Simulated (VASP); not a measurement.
Set up this calculation in VASP 6.6.1, as the native input.

- Task: single point
- Functional: PBE
- Potentials or basis: VASP PAW PBE potentials, release 64 (P)
- Cutoff: 500 eV
- k mesh: 8 × 8 × 8
- Occupations: gaussian, width 0.1 eV
- Spin: no spin polarisation
- Dipole correction: no
- Further INCAR settings: ALGO = Normal; EDIFF = 1e-06; NBANDS = 8

The structure of P lies in POSCAR:

```
P
1.0
    0.0000000000      2.3009620600      2.3286501800
    1.7756514300      0.0000000000      2.3286501800
    1.7756514300      2.3009620600      0.0000000000
P
1
Direct
    0.0000000000      0.0000000000      0.0000000000
```

The input as run:

INCAR

```
SYSTEM = P
ALGO = Normal
EDIFF = 1E-6
ENCUT = 500
GGA = PE
GGA_COMPAT = .FALSE.
ISIF = 2
ISMEAR = 0
LASPH = .TRUE.
LCHARG = .FALSE.
LREAL = .FALSE.
LWAVE = .FALSE.
NBANDS = 8
NELM = 120
PREC = Accurate
SIGMA = 0.1
```

KPOINTS

```
k-points
0
G
  8 8 8
  0 0 0
```

Potentials or basis: VASP PAW PBE potentials, release 64 (P).

Launch:

```sh
$ cat potpaw_PBE.64/P/POTCAR > POTCAR
$ mpirun -np 1 vasp_std > vasp.out
```

It gave:

```yaml
Pressure: -15.9 GPa
Band_gap_on_the_k_mesh: zero (an odd number of electrons rules out a gap without spin polarisation)
```

Caveat: the cell stands under tension.

Wall time 4.3 s on 1 thread of Intel(R) Xeon(R) 6975P-C (Granite Rapids), with other jobs on the host, peak memory 0.13 GiB.
